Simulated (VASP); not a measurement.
Here is a VASP 6.6.1 calculation.

Contents of INCAR:

```
  PREC = Accurate
  ENCUT = 520
  EDIFF = 1E-7
  ISMEAR = 0
  SIGMA = 0.1
  LREAL = False
  LASPH = True
  NELM = 80
  ALGO = Normal
  ISIF = 2
  LWAVE = False
  LCHARG = False
  GGA = PE
  NBANDS = 16
```

Contents of KPOINTS:

```
Automatic mesh
0
Gamma
  16 16 16
```

Contents of POSCAR:

```
InSe
1.0
    0.0000000000      2.9634847124      2.9634847124
    2.9634847124      0.0000000000      2.9634847124
    2.9634847124      2.9634847124      0.0000000000
In Se
1 1
Direct
    0.0000000000      0.0000000000      0.0000000000
    0.5000000000      0.5000000000      0.5000000000
```

Potentials or basis: VASP PAW PBE potentials, release 64 (In_d, Se).

Launch:

```console
$ cat potpaw_PBE.64/In_d/POTCAR potpaw_PBE.64/Se/POTCAR > POTCAR
$ mpirun -np 1 vasp_std > vasp.out
```

**Question.** Estimate the pressure.

**Answer.** 0.0 GPa.

**Question.** Predict the band gap on the k mesh.

**Answer.** Zero (an odd number of electrons rules out a gap without spin polarisation).

Caveat: spin-orbit coupling is left out, which moves the levels of the heavy elements; an odd number of electrons without spin polarisation forces a metal; a magnetic or distorted state may lie lower.
